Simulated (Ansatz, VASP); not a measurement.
**PtS2 in VASP and in Ansatz**

```
CELL_PARAMETERS angstrom
3.54320 0.00000 0.00000
-1.77160 3.06850 0.00000
0.00000 0.00000 5.03880
ATOMIC_POSITIONS crystal
Pt 0.44000 0.09100 0.74800
S 0.77333 0.75767 0.99800
S 0.10667 0.42433 0.49800
```

Alike in both runs: task single point; functional PBE; k mesh 3 × 3 × 1; no spin polarisation.

```csv
,VASP,Ansatz
version,VASP 6.6.1,Ansatz 0.2.0
potentials or method,"VASP PAW PBE potentials, release 64 (Pt, S), cutoff 520 eV","scalar-relativistic, plane waves, PAW"
occupations,"methfessel-paxton of order 1, width 0.0680285 eV",methfessel-paxton of order 1
valence electrons in the cell,22,30
```

|  | VASP | Ansatz | Ansatz less VASP |
| --- | --- | --- | --- |
| gap on the k mesh at the Fermi level (eV) | 0.52 | 0.51 | -0.001 |
| least direct gap on the mesh (eV) | 1.74 | 1.74 | +0.002 |
| pressure (GPa) | 0.4 | 0.9 | +0.44 |
| traceless stress, the component that is largest in VASP (GPa) | -1.17 | -1.31 | -0.137 |
| rms of the force components (eV/Å) | 0.242 | 0.223 | -0.0193 |

Atom by atom the forces differ by 0.019 eV/Å (rms over components). VASP's potentials hold 22 valence electrons a cell and Ansatz's 30, so a difference there can come from the potentials and not from the codes.

The k mesh is coarse, so the values compare programs but aren't converged. Neither program's run includes spin-orbit coupling.
